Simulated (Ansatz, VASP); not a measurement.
# CsPbBr3: VASP beside Ansatz

```
Cs Pb Br
1.0
     5.94296    0.00000    0.00000
     0.00000    5.94296    0.00000
     0.00000    0.00000    5.76467
Cs Pb Br
1 1 3
Direct
  0.00000 0.00000 0.00000
  0.50000 0.50000 0.50000
  0.50000 0.50000 0.00000
  0.50000 0.00000 0.50000
  0.00000 0.50000 0.50000
```

Change from the starting cell: uniaxial_z strain -3.0%.

Alike in both runs: task single point; functional PBE; k mesh 4 × 4 × 4; occupations fermi-dirac, width 0.02 eV; no spin polarisation.

|  | VASP | Ansatz |
| --- | --- | --- |
| version | VASP 6.6.1 | Ansatz 0.2.0 |
| potentials or method | VASP PAW PBE potentials, release 64 (Cs_sv, Pb_d, Br) | plane waves, PAW |
| plane-wave cutoff (eV) | 520 | 420 |
| valence electrons in the cell | 44 | 44 |

VASP gave:

| Quantity | Value |
| --- | --- |
| gap on the k mesh at the Fermi level (eV) | 1.47 |
| pressure (GPa) | 1.4 |
| traceless stress, the component that is largest in VASP (GPa) | 1.03 |

Question: Which values does Ansatz return?

Answer: gap on the k mesh at the Fermi level (eV): 1.46; pressure (GPa): 1.4; traceless stress, the component that is largest in VASP (GPa): 1.03.

Spin-orbit coupling is off throughout.
